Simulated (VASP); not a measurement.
SnO: single point with LDA

SnO:

```xyz
4
Lattice="3.7669 0.0000 0.0000 0.0000 3.7669 0.0000 0.0000 0.0000 4.6553" Properties=species:S:1:pos:R:3 pbc="T T T"
Sn    0.0000    1.8834    1.1440
Sn    1.8834    0.0000    3.5113
O     0.0000    0.0000    0.0000
O     1.8834    1.8834    0.0000
```

```yaml
Program: VASP 6.6.1
Task: single point
Functional: LDA
Potentials_or_basis: VASP PAW LDA potentials, release 64 (Sn_d, O_h)
Cutoff: 1340 eV
k_mesh: 10 × 10 × 8
Occupations: gaussian, width 0.15 eV
Spin: no spin polarisation
```

- Pressure: 0.3 GPa
- Largest force: 0.119 eV/Å
- Band gap on the k mesh: zero (bands 20 and 21 overlap by 0.21 eV)

Forces on the atoms (eV/Å):
```
Sn   0.000  0.000  0.119
Sn   0.000  0.000 -0.119
O    0.000  0.000  0.000
O    0.000  0.000  0.000
```

Levels at points of the mesh, in eV from the Fermi level:
| k point | band 18 | band 19 | band 20 | band 21 | band 22 | band 23 |
| --- | --- | --- | --- | --- | --- | --- |
| (0.00, 0.00, 0.00) | -3.42 | -3.42 | -0.08 | 2.21 | 4.45 | 4.45 |
| (0.50, 0.00, 0.00) | -5.18 | -2.99 | -2.99 | 3.29 | 3.29 | 5.79 |
| (0.50, 0.50, 0.00) | -2.73 | -2.01 | -2.01 | -0.27 | -0.27 | 4.37 |
| (0.00, 0.00, 0.50) | -3.44 | -2.86 | -2.37 | 1.46 | 2.57 | 2.57 |
| (0.50, 0.00, 0.50) | -5.12 | -1.88 | -1.88 | 2.69 | 2.69 | 5.20 |
| (0.50, 0.50, 0.50) | -3.00 | -2.73 | -2.73 | 2.18 | 2.18 | 4.27 |

It took 8.9 min on 1 thread of AMD EPYC 9R45 96-Core Processor (Zen 5) (shared host), peak memory 0.72 GiB.

Caveat: semilocal functionals underestimate gaps, and a narrow one can read as zero; spin-orbit coupling is left out, which moves the levels of the heavy elements.
